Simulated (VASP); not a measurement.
Runs of VASP 6.6.1 on Cl. The structure is that of space group Fd-3m (No. 227), or close to it. The cells are those of the table. 

```tsv
task	cell	cutoff (eV)	gap on the mesh (eV)	pressure (GPa)
single point	a = 4.589 Å, angles 60.0°, 2 atoms	520	none	(a)
single point	a = 4.528 Å, angles 60.0°, 2 atoms	520	none	0.3
relaxation of cell and atoms	relaxed from a = 4.349 Å, angles 60.0°, 2 atoms	600	none	0.0
single point	a = 4.559 Å, angles 60.0°, 2 atoms	520	none	0.0
```

Alike in all rows: level PBE; potentials or basis VASP PAW PBE potentials, release 64 (Cl); no spin polarisation; k mesh 7 × 7 × 7; smearing fermi-dirac 0.02 eV.

Task: Estimate the missing entries.

Result: (a) -0.4.

A gap of «none» marks levels without a gap at the run's occupations.
